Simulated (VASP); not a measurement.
The system is HgTe.

```
Hg Te
1.0
     0.08404    3.28916    3.28916
     3.28916    0.08404    3.28916
     3.37320    3.37320    0.00000
Hg Te
1 1
Cartesian
  0.0000 0.0000 0.0355
  1.6866 1.6866 1.6091
```

This cell differs from its parent crystal: shear xy strain +5.1%.

Base run:

* Program: VASP 6.6.1
* Functional: PBE
* Potentials or basis: VASP PAW PBE potentials, release 64 (Hg, Te)
* Cutoff: 520 eV
* k mesh: 6 × 6 × 6
* Occupations: fermi-dirac, width 0.02 eV
* Spin: no spin polarisation

Its results: band gap on the k mesh 0.10 eV; pressure 1.3 GPa; largest force 0.009 eV/Å.

Task: The run is repeated on the same cell with these changes: functional from PBE to r2SCAN; further incar settings from ALGO = Normal; EDIFF = 1e-07; NBANDS = 16 to ALGO = Normal; EDIFF = 1e-06; NBANDS = 16. What comes out?

Result: Band gap on the k mesh 0.10 eV; pressure 0.0 GPa; largest force 0.004 eV/Å.

Caveats: spin-orbit coupling is left out, which moves the levels of the heavy elements; the PAW data sets were made with another functional, which shifts forces and pressure a little (at least some runs).

A k mesh can miss the band edges.
